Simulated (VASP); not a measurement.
# Ga2O3 in VASP: further runs

Ga2O3 is run at these levels: PBE; tasks: single point, relaxation of cell and atoms.

Program: VASP 6.6.1. These are calculated values, not measurements. Logs are shortened: lines on timing, memory, paths and dates and some standing lists are left out, and cuts for length are marked.

## 1. The cell of the first run

The structure is hexagonal, space group P-62m (No. 189). The conventional cell has a = 5.287 Å, b = 5.287 Å, c = 2.655 Å, α = 90.00°, β = 90.00°, γ = 120.00°. Ga (site symmetry -6) has 6 O at 2.02 Å and 2 Ga at 2.66 Å within 2.7 Å. O (site symmetry m2m) has 4 Ga at 2.02 Å and 6 O at 2.64 to 2.66 Å within 2.7 Å.

## 2. Single point, PBE (atoms taken out)

Input file INCAR:

```
SYSTEM = Ga2O3
ALGO = Normal ; EDIFF = 1E-6
ENCUT = 520 ; GGA = PE
ISIF = 2 ; ISMEAR = 0
LASPH = .TRUE. ; LCHARG = .FALSE.
LREAL = .FALSE. ; LWAVE = .FALSE.
NBANDS = 30 ; NELM = 80
PREC = Accurate ; SIGMA = 0.1
```

Input file KPOINTS:

```
k-points
0
G
  6 6 6
  0 0 0
```

Input file POSCAR:

```
Ga2O3
1.0
    5.2870487173     -0.0000000032      0.0000000000
   -2.6435243559      4.5787185018      0.0000000000
    0.0000000000      0.0000000000      2.6554925514
Ga O
2 3
Direct
    0.6666666667      0.3333333333      0.0000000000
    0.3333333333      0.6666666667      0.0000000000
    0.5028996918      0.5028996918      0.5000000000
    0.4971003082      0.0000000000      0.5000000000
    0.0000000000      0.4971003082      0.5000000000
```

Potentials or basis: VASP PAW PBE potentials, release 64 (Ga_d, O).

On the command line:

```sh
cat potpaw_PBE.64/Ga_d/POTCAR potpaw_PBE.64/O/POTCAR > POTCAR
mpirun -np 1 vasp_std > vasp.out
```

OUTCAR:

```text
SYSTEM = Ga2O3
   EDIFF = 1E-6
   ENCUT = 520
   GGA = PE
   ISIF = 2
   ISMEAR = 0
   LASPH = .TRUE.
   LREAL = .FALSE.
   NELM = 80
   PREC = Accurate

 ion  position               nearest neighbor table
   1  0.667  0.333  0.000-   5 2.02   5 2.02   4 2.02   4 2.02   3 2.02   3 2.02
   2  0.333  0.667  0.000-   4 2.02   4 2.02   5 2.02   5 2.02   3 2.02   3 2.02
   3  0.503  0.503  0.500-   1 2.02   1 2.02   2 2.02   2 2.02
   4  0.497  0.000  0.500-   2 2.02   2 2.02   1 2.02   1 2.02
   5  0.000  0.497  0.500-   1 2.02   1 2.02   2 2.02   2 2.02

  LATTYP: Found a hexagonal cell.
 ALAT       =     5.2870487173
 C/A-ratio  =     0.5022636812

  Lattice vectors:

 A1 = (   5.2870487173,  -0.0000000032,   0.0000000000)
 A2 = (  -2.6435243559,   4.5787185018,   0.0000000000)
 A3 = (   0.0000000000,   0.0000000000,   2.6554925514)

Analysis of symmetry for initial positions (statically):
=====================================================================
 Subroutine PRICEL returns:
 Original cell was already a primitive cell.

 Routine SETGRP: Setting up the symmetry group for a
 hexagonal supercell.

 Subroutine GETGRP returns: Found 12 space group operations
 (whereof 12 operations were pure point group operations)
 out of a pool of 24 trial point group operations.

The static configuration has the point symmetry D_3h.

Analysis of symmetry for dynamics (positions and initial velocities):
=====================================================================
 Subroutine PRICEL returns:
 Original cell was already a primitive cell.

 Routine SETGRP: Setting up the symmetry group for a
 hexagonal supercell.

 Subroutine GETGRP returns: Found 12 space group operations
 (whereof 12 operations were pure point group operations)
 out of a pool of 24 trial point group operations.

The dynamic configuration has the point symmetry D_3h.

 Subroutine INISYM returns: Found 12 space group operations
 (whereof 12 operations are pure point group operations),
 and found     1 'primitive' translations

----------------------------------------------------------------------------------------

                                     Primitive cell

  volume of cell :      64.2839

  direct lattice vectors                    reciprocal lattice vectors
     5.287048717 -0.000000003  0.000000000     0.189141439  0.109200860  0.000000000
[... 93 lines left out ...]
   LREAL  =      F    real-space projection
   EDIFFG = 0.1E-04   stopping-criterion for IOM
   NSW    =      0    number of steps for IOM
   IBRION =     -1    ionic relax: 0-MD 1-quasi-New 2-CG
   NFREE  =      0    steps in history (QN), initial steepest desc. (CG)
   ISIF   =      2    stress and relaxation
   ISYM   =      2    0-nonsym 1-usesym 2-fastsym
   POTIM  = 0.5000    time-step for ionic-motion
   TEBEG  =    0.0;   TEEND  =   0.0 temperature during run
   PSTRESS=    0.0 pullay stress
   NELECT =      44.0000    total number of electrons
   NUPDOWN=      -1.0000    fix difference up-down
   EMIN   =  10.00;   EMAX   =-10.00  energy-range for DOS
   EFERMI =   0.00;   METHOD = LEGACY
   ISMEAR =     0;   SIGMA  =   0.10  broadening in eV -4-tet -1-fermi 0-gaus
   EFERMI_NEDOS =   21; number of points for ismear=-14 and -15
   IALGO  =     38    algorithm
   IMIX   =      4    mixing-type and parameters
     AMIX     =   0.40;   BMIX     =  1.00
     AMIX_MAG =   1.60;   BMIX_MAG =  1.00
  volume/ion in A,a.u.               =      12.86        86.76
  Fermi-wavevector in a.u.,A,eV,Ry     =   1.442752  2.726405 28.320970  2.081533
  Thomas-Fermi vector in A             =   2.561237
   LORBIT       =      0    0 simple, 1 ext, 2 COOP (PROOUT), +10 PAW based schemes
   GGA     = PE    functional components
   LHFCALC =     F    Hartree Fock is set to
   AEXX    =    0.0000 exact exchange contribution
   IVDW    =     0    specifies the selected vdW correction
   LEPSILON=     F    determine dielectric tensor
   LRPA    =     F    only Hartree local field effects (RPA)
 non-spin polarized calculation
 Gauss-broadening in eV      SIGMA  =   0.10
  energy-cutoff  :      520.00
  volume of cell :       64.28
 maximum number of plane-waves:      1750
 NGX is ok and might be reduce to    40
   NGX = 19   NGY = 19   NGZ =  9

 number of electron      43.9999990 magnetization

 Free energy of the ion-electron system (eV)
  ---------------------------------------------------
  ext. energy  EPLUGINS =         0.00000000
  ---------------------------------------------------
  free energy    TOTEN  =       -27.78464117 eV

  energy without entropy =      -27.78464117  energy(sigma->0) =      -27.78464117

 E-fermi :   3.0563     XC(G=0): -10.0173

 val. band max:        2.6140073181   @ k =   0.0000   0.0000   0.5000
 cond. band min:       3.6656409842   @ k =   0.0000   0.0000   0.5000
 fundamental gap:      1.0516336661
 Fermi energy:         3.0563134152

 k-point     1 :       0.0000    0.0000    0.0000
  band No.  band energies     occupation
      1     -16.8017      2.00000
      2     -15.1201      2.00000
      3     -15.1201      2.00000
      4     -11.6712      2.00000
      5     -11.4361      2.00000
      6     -11.2272      2.00000
[... 781 lines left out ...]
     29      14.2221      0.00000
     30      14.5071      0.00000

 [... further k-points ...]

------------------------ aborting loop because EDIFF is reached ----------------------------------------

  FORCE on cell =-STRESS in cart. coord.  units (eV):
  Direction    XX          YY          ZZ          XY          YZ          ZX
  --------------------------------------------------------------------------------------
  -------------------------------------------------------------------------------------
  Total        0.3653097      0.3653097      0.4916439     -0.0000000      0.0000000      0.0000000
  in kB        9.1047794      9.1047794     12.2534641     -0.0000000      0.0000000      0.0000000
  external PRESSURE =      10.1543410 kB  Pullay stress =       0.0000000 kB

 VOLUME and BASIS-vectors are now :
 -----------------------------------------------------------------------------
  energy-cutoff  :      520.00
  volume of cell :       64.28
      direct lattice vectors                 reciprocal lattice vectors
     5.287048717 -0.000000003  0.000000000     0.189141439  0.109200860  0.000000000
    -2.643524356  4.578718502  0.000000000     0.000000000  0.218401721  0.000000000
     0.000000000  0.000000000  2.655492551     0.000000000  0.000000000  0.376577972

 POSITION                                       TOTAL-FORCE (eV/Angst)
 -----------------------------------------------------------------------------------
      2.64352      1.52624      0.00000         0.000000     -0.000000     -0.000000
      0.00000      3.05248      0.00000         0.000000     -0.000000     -0.000000
      1.32943      2.30264      1.32775        -0.000938     -0.001625      0.000000
      2.62819     -0.00000      1.32775         0.001877     -0.000000     -0.000000
     -1.31410      2.27608      1.32775        -0.000938      0.001625     -0.000000
 -----------------------------------------------------------------------------------
    total drift:                                0.000001      0.000001     -0.000000

  FREE ENERGIE OF THE ION-ELECTRON SYSTEM (eV)
  ---------------------------------------------------
  free  energy   TOTEN  =       -27.7846411651 eV

  energy  without entropy=      -27.7846411651  energy(sigma->0) =      -27.78464117
```

stdout:

```text
POSCAR found type information on POSCAR GaO
 POSCAR found :  2 types and       5 ions
 scaLAPACK will be used
 LDA part: xc-table for (Slater+PW92), standard interpolation
 POSCAR, INCAR and KPOINTS ok, starting setup
 FFT: planning ... GRIDC
 FFT: planning ... GRID_SOFT
 FFT: planning ... GRID
 WAVECAR not read
 entering main loop
```

Run time: 39 s. Hardware: 1 thread of Intel Xeon Platinum 8488C (Sapphire Rapids), shared host; peak memory 0.2 GiB.

What came out:

* Free energy: -27.7846 eV
* Pressure: 1.0 GPa
* Band gap on the k mesh: 1.05 eV

Caveat: the cell differs from its parent crystal (atoms taken out).

## 3. Single point, PBE (atoms taken out)

Input file INCAR:

```
ALGO = Normal ; EDIFF = 1E-7
ENCUT = 520 ; GGA = PE
ISIF = 2 ; ISMEAR = 0
LASPH = T ; LCHARG = T
LELF = T ; LREAL = F
LVHAR = T ; LWAVE = F
NBANDS = 30 ; NELM = 80
PREC = Accurate ; SIGMA = 0.02
```

Input file KPOINTS:

```
k-points
0
Gamma
  6 6 10
```

Input file POSCAR:

```
Ga2O3
1.0
    5.2915019733      0.0000000000      0.0000000000
   -2.6457509867      4.5825751331      0.0000000000
    0.0000000000      0.0000000000      2.6558185446
Ga O
2 3
Direct
    0.6666666667      0.3333333333      0.0000000000
    0.3333333333      0.6666666667      0.0000000000
    0.5000000000      0.5000000000      0.5000000000
    0.5000000000      0.0000000000      0.5000000000
    0.0000000000      0.5000000000      0.5000000000
```

Potentials or basis: VASP PAW PBE potentials, release 64 (Ga_d, O).

On the command line:

```sh
cat potpaw_PBE.64/Ga_d/POTCAR potpaw_PBE.64/O/POTCAR > POTCAR
mpirun -np 1 vasp_std > vasp.out
```

Wall time 64 s (1 thread of Intel Xeon Platinum 8488C (Sapphire Rapids), shared host); peak memory 0.21 GiB.

It converged, with:

```
Free energy            : -27.7906 eV
Pressure               : 0.8 GPa
Band gap on the k mesh : 1.04 eV
```

Stress tensor (GPa, compression positive):
```
0.69 0.00 0.00
0.00 0.69 0.00
0.00 0.00 1.13
```

Levels at points of the mesh, in eV from the valence-band top:
| k point | band 19 | band 20 | band 21 | band 22 | band 23 | band 24 | band 25 | band 26 |
| --- | --- | --- | --- | --- | --- | --- | --- | --- |
| (0.00, 0.00, 0.00) | -1.18 | -0.77 | -0.77 | -0.50 | 1.07 | 6.39 | 7.38 | 7.38 |
| (0.50, 0.00, 0.00) | -1.74 | -1.28 | -0.82 | -0.77 | 3.40 | 5.25 | 7.64 | 7.69 |
| (0.00, 0.00, 0.50) | -2.34 | -0.63 | -0.63 | 0.00 | 1.04 | 6.83 | 6.83 | 7.09 |
| (0.50, 0.00, 0.50) | -1.84 | -1.52 | -1.28 | -0.34 | 3.15 | 5.49 | 7.29 | 9.12 |

Caveat: the cell differs from its parent crystal (atoms taken out). A k mesh can miss the band edges.

[end of part 1 of 2]
